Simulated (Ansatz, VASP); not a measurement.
# One calculation of MgO, two programs

Contents of INCAR:

```
PREC = Accurate
ENCUT = 520
EDIFF = 1E-6
ISMEAR = 0
SIGMA = 0.05
LREAL = F
LASPH = T
NELM = 80
ALGO = Normal
ISIF = 2
LWAVE = F
LCHARG = F
GGA = PS
NBANDS = 11
```

KPOINTS

```
Automatic mesh
0
Gamma
  10 10 10
```

POSCAR

```
MgO
1.0
    0.0000000000      2.1250890106      2.1250890106
    2.1250890106      0.0000000000      2.1250890106
    2.1250890106      2.1250890106      0.0000000000
Mg O
1 1
Direct
    0.0063090101      0.0063090101     -0.0063090101
    0.4904156203      0.4904156203      0.5095843797
```

Input for Ansatz:

```yaml
crystal:
  lattice:
    - [0.0, 2.1250890106, 2.1250890106]
    - [2.1250890106, 0.0, 2.1250890106]
    - [2.1250890106, 2.1250890106, 0.0]
  atoms:
    - { symbol: Mg, position: [0.0063090101, 0.0063090101, -0.0063090101] }
    - { symbol: O, position: [0.4904156203, 0.4904156203, 0.5095843797] }
basis:
  ecutwfc: 520.0
kpoints:
  mp_grid: { grid: [10, 10, 10] }
hamiltonian:
  xc: pbesol
  pseudopotentials: { kind: paw, azcp: { folder: soft_1 } }
scf:
  occupations: { method: gaussian, width: 0.05 }
output:
  forces: true
  stress: true
  eigenvalues: true
```

Change from the starting cell: mode 6 frozen in at -0.040 Å, equal normal strain along x, y and z +0.0083.

Alike in both runs: task single point; functional PBEsol; k mesh 10 × 10 × 10; occupations gaussian, width 0.05 eV; no spin polarisation.

```csv
,VASP,Ansatz
version,VASP 6.6.1,Ansatz 0.2.0
potentials or method,"VASP PAW PBE potentials, release 64 (Mg, O), cutoff 520 eV","scalar-relativistic, plane waves, PAW"
valence electrons in the cell,8,16
```

```csv
,VASP,Ansatz,Ansatz less VASP
gap on the k mesh at the Fermi level (eV),4.38,4.38,+0.007
least direct gap on the mesh (eV),4.38,4.38,+0.007
pressure (GPa),-4.0,-3.3,+0.64
"traceless stress, the component that is largest in VASP (GPa)",0.98,0.97,-0.019
rms of the force components (eV/Å),0.191,0.190,-0.0017
```

VASP's potentials were made for PBE, not for PBEsol, and Ansatz warns of the same on its side. Atom by atom the forces differ by 0.002 eV/Å (rms over components). The functional is the same, so the differences come from potentials, cutoffs and numerics. VASP's potentials hold 8 valence electrons a cell and Ansatz's 16, so a difference there can come from the potentials and not from the codes.
